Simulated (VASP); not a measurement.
# Pt (P6_3/mmc) in VASP: further runs

The runs below take Pt through single point, relaxation of shape and atoms at fixed volume, with LDA.

Everything below comes from runs of VASP 6.6.1. Logs are shortened: lines on timing, memory, paths and dates and some standing lists are left out, and cuts for length are marked.

### Step 1. The cell of the first run

Symmetry: P6_3/mmc, No. 194, hexagonal system. Conventional cell: a = 2.405 Å, b = 2.405 Å, c = 4.036 Å, α = 90.00°, β = 90.00°, γ = 120.00°. Pt (site symmetry -6m2) has 12 Pt at 2.40 to 2.45 Å within 3.2 Å.

This isn't the form of Pt at room conditions, which is fcc.

### Step 2. Single point, LDA

Contents of INCAR:

```
SYSTEM = Pt
  PREC = Accurate
  ENCUT = 570
  EDIFF = 1E-6
  ISMEAR = -1
  SIGMA = 0.08
  LREAL = .FALSE.
  LASPH = .TRUE.
  NELM = 120
  ALGO = Normal
  ISIF = 2
  LWAVE = .FALSE.
  LCHARG = .FALSE.
  GGA = CA
  NBANDS = 25
  GGA_COMPAT = .FALSE.
```

Contents of KPOINTS:

```
regular mesh
0
G
  16 16 9
  0 0 0
```

Contents of POSCAR:

```
Pt
1.0
    2.4045094753      0.0000000000      0.0000000000
   -1.2022547376      2.0823662892      0.0000000000
    0.0000000000      0.0000000000      4.0361397156
Pt
2
Direct
    0.3333333333      0.6666666667      0.2500000000
    0.6666666667      0.3333333333      0.7500000000
```

Potentials or basis: VASP PAW LDA potentials, release 64 (Pt_sv_GW).

Command:

```sh
$ cat potpaw_LDA.64/Pt_sv_GW/POTCAR > POTCAR
$ mpirun -np 1 vasp_std > vasp.out
```

OUTCAR:

```text
SYSTEM = Pt
   PREC = Accurate
   ENCUT = 570
   EDIFF = 1E-6
   ISMEAR = -1
   LREAL = .FALSE.
   LASPH = .TRUE.
   NELM = 120
   ISIF = 2
   GGA = CA

 ion  position               nearest neighbor table
   1  0.333  0.667  0.250-   2 2.45   2 2.45   2 2.45   2 2.45   2 2.45   2 2.45
   2  0.667  0.333  0.750-   1 2.45   1 2.45   1 2.45   1 2.45   1 2.45   1 2.45

  LATTYP: Found a hexagonal cell.
 ALAT       =     2.4045094753
 C/A-ratio  =     1.6785709339

  Lattice vectors:

 A1 = (   2.4045094753,   0.0000000000,   0.0000000000)
 A2 = (  -1.2022547376,   2.0823662892,   0.0000000000)
 A3 = (   0.0000000000,   0.0000000000,   4.0361397156)

Analysis of symmetry for initial positions (statically):
=====================================================================
 Subroutine PRICEL returns:
 Original cell was already a primitive cell.

 Routine SETGRP: Setting up the symmetry group for a
 hexagonal supercell.

 Subroutine GETGRP returns: Found 24 space group operations
 (whereof 12 operations were pure point group operations)
 out of a pool of 24 trial point group operations.

The static configuration has the point symmetry D_3d.
 The point group associated with its full space group is D_6h.

Analysis of symmetry for dynamics (positions and initial velocities):
=====================================================================
 Subroutine PRICEL returns:
 Original cell was already a primitive cell.

 Routine SETGRP: Setting up the symmetry group for a
 hexagonal supercell.

 Subroutine GETGRP returns: Found 24 space group operations
 (whereof 12 operations were pure point group operations)
 out of a pool of 24 trial point group operations.

The dynamic configuration has the point symmetry D_3d.
 The point group associated with its full space group is D_6h.

 Subroutine INISYM returns: Found 24 space group operations
 (whereof 12 operations are pure point group operations),
 and found     1 'primitive' translations

----------------------------------------------------------------------------------------

                                     Primitive cell

  volume of cell :      20.2092

  direct lattice vectors                    reciprocal lattice vectors
     2.404509475  0.000000000  0.000000000     0.415885240  0.240111455  0.000000000
    -1.202254738  2.082366289  0.000000000     0.000000000  0.480222910  0.000000000
     0.000000000  0.000000000  4.036139716     0.000000000  0.000000000  0.247761493

  length of vectors
[... 72 lines left out ...]
 SYSTEM =  Pt
   PREC   = accura    normal or accurate (medium, high low for compatibility)
   ISTART =      0    job   : 0-new  1-cont  2-samecut
   ICHARG =      2    charge: 1-file 2-atom 10-const
   ISPIN  =      1    spin polarized calculation?
   LNONCOLLINEAR =      F non collinear calculations
   LSORBIT =      F    spin-orbit coupling
   LASPH  =      T    aspherical Exc in radial PAW
   ENCUT  =  570.0 eV  41.89 Ry    6.47 a.u.   4.68  4.68  7.86*2*pi/ulx,y,z
   NELM   =    120;   NELMIN=  2; NELMDL= -5     # of ELM steps
   EDIFF  = 0.1E-05   stopping-criterion for ELM
   LREAL  =      F    real-space projection
[... 7 lines left out ...]
   TEBEG  =    0.0;   TEEND  =   0.0 temperature during run
   PSTRESS=    0.0 pullay stress
   NELECT =      36.0000    total number of electrons
   NUPDOWN=      -1.0000    fix difference up-down
   EMIN   =  10.00;   EMAX   =-10.00  energy-range for DOS
   EFERMI =   0.00;   METHOD = LEGACY
   ISMEAR =    -1;   SIGMA  =   0.08  broadening in eV -4-tet -1-fermi 0-gaus
   EFERMI_NEDOS =   21; number of points for ismear=-14 and -15
   IALGO  =     38    algorithm
   IMIX   =      4    mixing-type and parameters
     AMIX     =   0.40;   BMIX     =  1.00
     AMIX_MAG =   1.60;   BMIX_MAG =  1.00
  volume/ion in A,a.u.               =      10.10        68.19
  Fermi-wavevector in a.u.,A,eV,Ry     =   1.984536  3.750230 53.584975  3.938385
  Thomas-Fermi vector in A             =   3.003886
   LORBIT       =      0    0 simple, 1 ext, 2 COOP (PROOUT), +10 PAW based schemes
   GGA     = CA    functional components
   LHFCALC =     F    Hartree Fock is set to
   AEXX    =    0.0000 exact exchange contribution
   IVDW    =     0    specifies the selected vdW correction
   LEPSILON=     F    determine dielectric tensor
   LRPA    =     F    only Hartree local field effects (RPA)
 non-spin polarized calculation
  energy-cutoff  :      570.00
  volume of cell :       20.21
 maximum number of plane-waves:       640
 NGX is ok and might be reduce to    20
   NGX =  9   NGY =  9   NGZ = 15

 number of electron      35.9999999 magnetization

 Free energy of the ion-electron system (eV)
  ---------------------------------------------------
  ext. energy  EPLUGINS =         0.00000000
  ---------------------------------------------------
  free energy    TOTEN  =        -8.16078487 eV

  energy without entropy =       -8.12044625  energy(sigma->0) =       -8.14061556

 E-fermi :  19.5927     XC(G=0): -17.1006

 val. band max:       19.5907278317   @ k =   0.3750   0.1250   0.0000
 cond. band min:      19.5985809557   @ k =   0.3125   0.1250   0.2222
 fundamental gap:      0.0078531240
 Fermi energy:        19.5926676144

 k-point     1 :       0.0000    0.0000    0.0000
  band No.  band energies     occupation
      1     -80.6102      2.00000
      2     -80.4107      2.00000
      3     -36.0839      2.00000
      4     -34.4873      2.00000
      5     -34.4873      2.00000
      6     -34.2624      2.00000
[... 661 lines left out ...]
     24      35.2970      0.00000
     25      39.2683      0.00000

 [... further k-points ...]

------------------------ aborting loop because EDIFF is reached ----------------------------------------

  FORCE on cell =-STRESS in cart. coord.  units (eV):
  Direction    XX          YY          ZZ          XY          YZ          ZX
  --------------------------------------------------------------------------------------
  -------------------------------------------------------------------------------------
  Total       39.4160557     39.4160557     39.3205243      0.0000000     -0.0000000      0.0000000
  in kB     3124.8842636   3124.8842634   3117.3105787      0.0000001     -0.0000000      0.0000000
  external PRESSURE =    3122.3597019 kB  Pullay stress =       0.0000000 kB

 VOLUME and BASIS-vectors are now :
 -----------------------------------------------------------------------------
  energy-cutoff  :      570.00
  volume of cell :       20.21
      direct lattice vectors                 reciprocal lattice vectors
     2.404509475  0.000000000  0.000000000     0.415885240  0.240111455  0.000000000
    -1.202254738  2.082366289  0.000000000     0.000000000  0.480222910  0.000000000
     0.000000000  0.000000000  4.036139716     0.000000000  0.000000000  0.247761493

 POSITION                                       TOTAL-FORCE (eV/Angst)
 -----------------------------------------------------------------------------------
     -0.00000      1.38824      1.00903        -0.000000     -0.000000      0.000000
      1.20225      0.69412      3.02710         0.000000      0.000000      0.000000
 -----------------------------------------------------------------------------------
    total drift:                               -0.000000      0.000000     -0.000000

  FREE ENERGIE OF THE ION-ELECTRON SYSTEM (eV)
  ---------------------------------------------------
  free  energy   TOTEN  =        -8.1607848685 eV

  energy  without entropy=       -8.1204462505  energy(sigma->0) =       -8.14061556
```

Run time: 77 s. Hardware: 1 thread of AMD EPYC 7R43 (Zen 3), shared host; peak memory 0.15 GiB.

What came out:

- Free energy: -8.1608 eV
- Pressure: 312.2 GPa
- Band gap on the k mesh: zero (bands 18 and 19 overlap by 2.57 eV)

Caveat: the cell stands under pressure; spin-orbit coupling is left out, which moves the levels of the heavy elements.

(Continued in part 2 of 2.)

The gap in the log of VASP goes by the Fermi energy; the results here count the filled bands.